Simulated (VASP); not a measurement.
# Pt2F (P6/mmm) in VASP: a series of runs, part 3 of 3

VASP 6.6.1. Earlier steps stand in the parts before.

### 6 Relaxation of cell and atoms, PBE

This run uses another cell than the first one, of 14.75 Å³/atom.

File INCAR:

```
SYSTEM = Pt2F
PREC = Accurate
ENCUT = 600
EDIFF = 1E-6
ISMEAR = 0
SIGMA = 0.1
LREAL = .FALSE.
LASPH = .TRUE.
NELM = 80
ALGO = Normal
ISIF = 3
LWAVE = .FALSE.
LCHARG = .FALSE.
GGA = PE
IBRION = 2
NSW = 90
EDIFFG = -0.04
```

File KPOINTS:

```
regular mesh
0
G
  6 6 6
  0 0 0
```

File POSCAR:

```
Pt2F
1.0
    4.4399144767      0.0000000000      0.0000000000
   -2.2199572384      3.8450787275      0.0000000000
    0.0000000000      0.0000000000      2.5926866657
Pt F
2 1
Direct
    0.3333333333      0.6666666667      0.5000000000
    0.6666666667      0.3333333333      0.5000000000
    0.0000000000      0.0000000000      0.0000000000
```

Potentials or basis: VASP PAW PBE potentials, release 64 (Pt, F).

Run with:

```sh
cat potpaw_PBE.64/Pt/POTCAR potpaw_PBE.64/F/POTCAR > POTCAR
mpirun -np 1 vasp_std > vasp.out
```

OUTCAR:

```text
SYSTEM = Pt2F
   PREC = Accurate
   ENCUT = 600
   EDIFF = 1E-6
   ISMEAR = 0
   LREAL = .FALSE.
   LASPH = .TRUE.
   NELM = 80
   ISIF = 3
   GGA = PE
   IBRION = 2
   NSW = 90
   EDIFFG = -0.04

 ion  position               nearest neighbor table
   1  0.333  0.667  0.500-   2 2.56   2 2.56   2 2.56
   2  0.667  0.333  0.500-   1 2.56   1 2.56   1 2.56
   3  0.000  0.000  0.000-

  LATTYP: Found a hexagonal cell.
 ALAT       =     4.4399144767
 C/A-ratio  =     0.5839496863

  Lattice vectors:

 A1 = (   4.4399144767,   0.0000000000,   0.0000000000)
 A2 = (  -2.2199572384,   3.8450787275,   0.0000000000)
 A3 = (   0.0000000000,   0.0000000000,   2.5926866657)

Analysis of symmetry for initial positions (statically):
[... 331 lines left out ...]
  free energy    TOTEN  =       -13.50281089 eV

  energy without entropy =      -13.48848574  energy(sigma->0) =      -13.49564831

 E-fermi :   6.4259     XC(G=0): -12.0306

 val. band max:        6.4228049958   @ k =   0.3333   0.0000   0.0000
 cond. band min:       6.4623137368   @ k =   0.3333   0.0000   0.1667
 fundamental gap:      0.0395087411
 Fermi energy:         6.4258831451

 k-point     1 :       0.0000    0.0000    0.0000
  band No.  band energies     occupation
      1     -15.0805      2.00000
      2       0.0006      2.00000
      3       1.4423      2.00000
      4       1.7681      2.00000
      5       1.7681      2.00000
      6       2.1764      2.00000
[... 457 lines left out ...]
      4       1.7141      2.00000
      5       2.2172      2.00000
      6       2.7835      2.00000
[... 9 lines left out ...]
     16      11.6756      0.00000
     17      13.4982      0.00000

 [... further k-points ...]

------------------------ aborting loop because EDIFF is reached ----------------------------------------

  FORCE on cell =-STRESS in cart. coord.  units (eV):
  Direction    XX          YY          ZZ          XY          YZ          ZX
  --------------------------------------------------------------------------------------
  -------------------------------------------------------------------------------------
  Total        0.0019462      0.0019462     -0.0006584     -0.0000000     -0.0000000      0.0000000
  in kB        0.0697268      0.0697268     -0.0235905     -0.0000000     -0.0000000      0.0000000
  external PRESSURE =       0.0386210 kB  Pullay stress =       0.0000000 kB
[... 18 lines left out ...]
  FREE ENERGIE OF THE ION-ELECTRON SYSTEM (eV)
  ---------------------------------------------------
  free  energy   TOTEN  =       -13.5028108885 eV

  energy  without entropy=      -13.4884857415  energy(sigma->0) =      -13.49564831

 reached required accuracy - stopping structural energy minimisation
```

CONTCAR:

```text
Pt2F
   1.00000000000000
     4.4158890580531809    0.0000000000003112    0.0000000000000000
    -2.2079445290760509    3.8242721046143733   -0.0000000000000000
    -0.0000000000000000    0.0000000000000000    2.6480312077813077
  Pt              F
     2     1
Direct
     0.3333333332999970    0.6666666667000030    0.5000000000000000
     0.6666666667000030    0.3333333332999970    0.5000000000000000
     0.0000000000000000    0.0000000000000000    0.0000000000000000

  0.00000000E+00  0.00000000E+00  0.00000000E+00
  0.00000000E+00  0.00000000E+00  0.00000000E+00
  0.00000000E+00  0.00000000E+00  0.00000000E+00
```

Run time: 66 s. Hardware: 1 thread of Intel Xeon Platinum 8259CL at 2.50GHz (Skylake/Cascade Lake), shared host; peak memory 0.2 GiB.

What came out:

```yaml
Free_energy: -13.5028 eV
Relaxed_volume: 14.91 Å³/atom
Relaxed_cell: a = 4.416 Å, b = 4.416 Å, c = 2.648 Å, α = 90.00°, β = 90.00°, γ = 120.00°
Space_group_after_relaxing_to_0.1_Å: P6/mmm (No. 191)
Energy_gained_by_relaxing: 7.8 meV/atom
Ionic_steps: 5
Pressure_after_relaxing: 0.0 GPa
Band_gap_on_the_k_mesh: zero (an odd number of electrons rules out a gap without spin polarisation)
```

The path:
| step | energy change (eV) | largest force (eV/Å) | pressure (GPa) | volume (Å³) |
| --- | --- | --- | --- | --- |
| 1 | 0.0000 | 0.0000 | 1.84 | 44.26 |
| 2 | -0.0155 | 0.0000 | -2.01 | 45.33 |
| 3 | -0.0226 | 0.0000 | -0.77 | 44.93 |
| 4 | -0.0228 | 0.0000 | 0.74 | 44.53 |
| 5 | -0.0233 | 0.0000 | 0.00 | 44.72 |

Final structure:
```
CELL_PARAMETERS angstrom
4.41589 0.00000 0.00000
-2.20794 3.82427 0.00000
0.00000 0.00000 2.64803
ATOMIC_POSITIONS crystal
Pt 0.33333 0.66667 0.50000
Pt 0.66667 0.33333 0.50000
F 0.00000 0.00000 0.00000
```

Levels at points of the mesh, in eV from the Fermi level:
```
           k point  band 10  band 11  band 12  band 13  band 14  band 15  band 16  band 17
(0.00, 0.00, 0.00)    -1.38    -1.38    -0.73    -0.73     0.19     0.19     5.97     5.97
(0.50, 0.00, 0.00)    -1.55    -0.69    -0.54    -0.53    -0.22     0.40     1.63     5.14
(0.00, 0.00, 0.50)    -2.08    -2.05    -0.91    -0.91     1.51     1.95     5.05     9.70
(0.50, 0.00, 0.50)    -1.74    -1.62    -0.12     0.86     0.93     4.97     5.43     6.19
```

Caveat: the k points lie up to 0.40 Å⁻¹ apart in the final cell, too coarse for converged energies and pressures of a metal; spin-orbit coupling is left out, which moves the levels of the heavy elements.

### 7 Summary

```tsv
task	cell	k mesh	cutoff (eV)	gap on the mesh (eV)	pressure (GPa)	relaxed volume (Å³/atom)
single point	a = 3.410, b = 3.410, c = 4.430 Å, angles 90.0, 90.0, 120.0°, 3 atoms	6 × 6 × 4	520	none	141.9	-
single point	a = 4.440, b = 4.440, c = 2.593 Å, angles 90.0, 90.0, 120.0°, 3 atoms	6 × 6 × 4	520	none	-0.6	-
single point	a = 4.419, b = 4.419, c = 2.650 Å, angles 90.0, 90.0, 120.0°, 3 atoms	6 × 6 × 6	520	none	-0.4	-
relaxation of cell and atoms	relaxed from a = 3.410, b = 3.410, c = 4.430 Å, angles 90.0, 90.0, 120.0°, 3 atoms	6 × 6 × 4	600	none	0.1	14.45
relaxation of cell and atoms	relaxed from a = 4.440, b = 4.440, c = 2.593 Å, angles 90.0, 90.0, 120.0°, 3 atoms	6 × 6 × 6	600	none	0.0	14.91
```

Alike in all rows: level PBE; potentials or basis VASP PAW PBE potentials, release 64 (Pt, F); no spin polarisation; smearing gaussian 0.1 eV.

Caveats: some runs use coarse meshes; spin-orbit coupling is left out, which moves the levels of the heavy elements; the stress differs along the axes, from -0 to 213 GPa (at least some runs); a cell axis changed by over 15 % at a fixed basis, so the end point is rough (at least some runs).

Total energies depend on the potentials used, so only differences within one code and one set of settings carry meaning.

The gap in the log of VASP goes by the Fermi energy; the results here count the filled bands.